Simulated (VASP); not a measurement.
Wanted: the native input for a VASP 6.6.1 run.

| Item | Value |
| --- | --- |
| Task | single point |
| Functional | PBE |
| Dispersion | D3(BJ) |
| Potentials or basis | VASP PAW PBE potentials, release 64 (Al, O) |
| Cutoff | 520 eV |
| k mesh | 9 × 9 × 4 |
| Occupations | gaussian, width 0.05 eV |
| Spin | no spin polarisation |
| Dipole correction | no |
| Further INCAR settings | ALGO = Normal; EDIFF = 1e-06; NBANDS = 20 |

The structure of Al2O3 lies in POSCAR:

```
Al2O3
1.0
    2.8099000000      0.0000000000      0.0000000000
   -1.4049500000      2.4334447821      0.0000000000
    0.0000000000      0.0000000000      7.0774000000
Al O
2 3
Direct
    0.0000000000      0.0000000000      0.1907358529
    0.0000000000      0.0000000000      0.8092641471
    0.3333333333      0.6666666667      0.2840924954
    0.6666666667      0.3333333333      0.0000000000
    0.3333333333      0.6666666667      0.7159075046
```

One way to write it, as run:

INCAR

```
  PREC = Accurate
  ENCUT = 520
  EDIFF = 1E-6
  ISMEAR = 0
  SIGMA = 0.05
  LREAL = F
  LASPH = T
  NELM = 60
  ALGO = Normal
  ISIF = 2
  LWAVE = F
  LCHARG = F
  GGA = PE
  IVDW = 12
  NBANDS = 20
```

KPOINTS

```
Automatic mesh
0
Gamma
  9 9 4
```

Potentials or basis: VASP PAW PBE potentials, release 64 (Al, O).

Command:

```console
$ cat potpaw_PBE.64/Al/POTCAR potpaw_PBE.64/O/POTCAR > POTCAR
$ mpirun -np 1 vasp_std > vasp.out
```

It gave:

The pressure is 14.6 GPa. The largest force is 0.895 eV/Å, the band gap on the k mesh is 5.08 eV (least direct gap 5.22 eV) and the dispersion energy per atom is -0.209 eV.

Caveat: the cell stands under pressure; an odd mesh through Γ misses points on the zone boundary, where band edges can lie.

Run time: 17 s on 1 thread of AMD EPYC 9R45 96-Core Processor (Zen 5), on a shared host, peak memory 0.17 GiB.
